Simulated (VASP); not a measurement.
Set up this calculation in VASP 6.6.1, as the native input.

```
Task                   : relaxation of cell and atoms
Functional             : BLYP
Dispersion             : D4
Potentials or basis    : VASP PAW PBE potentials, release 64 (Mg)
Cutoff                 : 600 eV
k mesh                 : 7 × 7 × 7
Occupations            : fermi-dirac, width 0.05 eV
Spin                   : no spin polarisation
Dipole correction      : no
Further INCAR settings : ALGO = Normal; EDIFF = 1e-06; IBRION = 2; EDIFFG = -0.01; NSW = 60; ISIF = 3
```

The structure of Mg lies in POSCAR:

```
Mg
1.0
    0.0000000000      3.4835000000      3.4835000000
    3.4835000000      0.0000000000      3.4835000000
    3.4835000000      3.4835000000      0.0000000000
Mg
3
Direct
    0.0000000000      0.0000000000      0.0000000000
    0.2500000000      0.2500000000      0.2500000000
    0.7500000000      0.7500000000      0.7500000000
```

These files were run (other wordings do the same):

INCAR

```
SYSTEM = Mg
PREC = Accurate
ENCUT = 600
EDIFF = 1E-6
ISMEAR = -1
SIGMA = 0.05
LREAL = .FALSE.
LASPH = .TRUE.
NELM = 60
ALGO = Normal
ISIF = 3
LWAVE = .FALSE.
LCHARG = .FALSE.
GGA = B5
ALDAX = 1.0
AGGAX = 1.0
AGGAC = 1.0
ALDAC = 0.0
IVDW = 13
VDW_S6 = 1.0
VDW_S8 = 2.34076671
VDW_A1 = 0.44488865
VDW_A2 = 4.0933009
IBRION = 2
NSW = 60
EDIFFG = -0.01
```

KPOINTS

```
Automatic mesh
0
G
  7 7 7
  0 0 0
```

Potentials or basis: VASP PAW PBE potentials, release 64 (Mg).

Run with:

```console
$ cat potpaw_PBE.64/Mg/POTCAR > POTCAR
$ mpirun -np 1 vasp_std > vasp.out
```

It gave:

```
Relaxed volume                         : 27.57 Å³/atom
Relaxed cell                           : a = 4.891 Å, b = 4.891 Å, c = 4.891 Å, α = 60.00°, β = 60.00°, γ = 60.00°
Space group after relaxing (to 0.05 Å) : Fm-3m (No. 225)
Energy gained by relaxing              : 0.9 meV/atom
Ionic steps                            : 4
Pressure after relaxing                : 0.0 GPa
Band gap on the k mesh                 : zero (band 3 reaches 4.20 eV, above the bottom of band 4 at 1.19 eV)
Dispersion energy per atom             : -0.250 eV
```

Caveat: the PAW data sets were made with another functional, which shifts forces and pressure a little; pairwise dispersion overbinds metals, which lowers pressure and volume.

Wall time 76 s on 1 thread of AMD EPYC 7R13 Processor (Zen 3), on a shared host, peak memory 0.21 GiB.
